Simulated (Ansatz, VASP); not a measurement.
**BaTe in VASP and in Ansatz**

```
Ba Te
1.0
     4.24482    0.00000    0.00000
     0.00000    4.24482    0.00000
     0.00000    0.00000    4.24482
Ba Te
1 1
Direct
  0.00000 0.00000 0.00000
  0.50000 0.50000 0.50000
```

Alike in both runs: task single point; functional PBE-based screened hybrid with a share of 0.3 of exact exchange and HFSCREEN = 0.2078; k mesh 4 × 4 × 4; no spin polarisation.

```csv
,VASP,Ansatz
version,VASP 6.6.1,Ansatz 0.2.0
potentials or method,"VASP PAW PBE potentials, release 64 (Ba_sv, Te)",plane waves
plane-wave cutoff (eV),520,420
occupations,"gaussian, width 0.01 eV",fixed
valence electrons in the cell,16,26
```

Ansatz gave:

```
gap on the k mesh at the Fermi level (eV) : 1.65
pressure (GPa)                            : -0.4
```

What did VASP give for the same quantities?

gap on the k mesh at the Fermi level (eV): 1.58; pressure (GPa): -0.1.

VASP's potentials were made for PBE, not for PBE-based screened hybrid. VASP's potentials hold 16 valence electrons a cell and Ansatz's 26, so a difference there can come from the potentials and not from the codes. Ansatz's warnings: stress exchange threshold loose, stress scf threshold loose.

Spin-orbit coupling is off throughout.
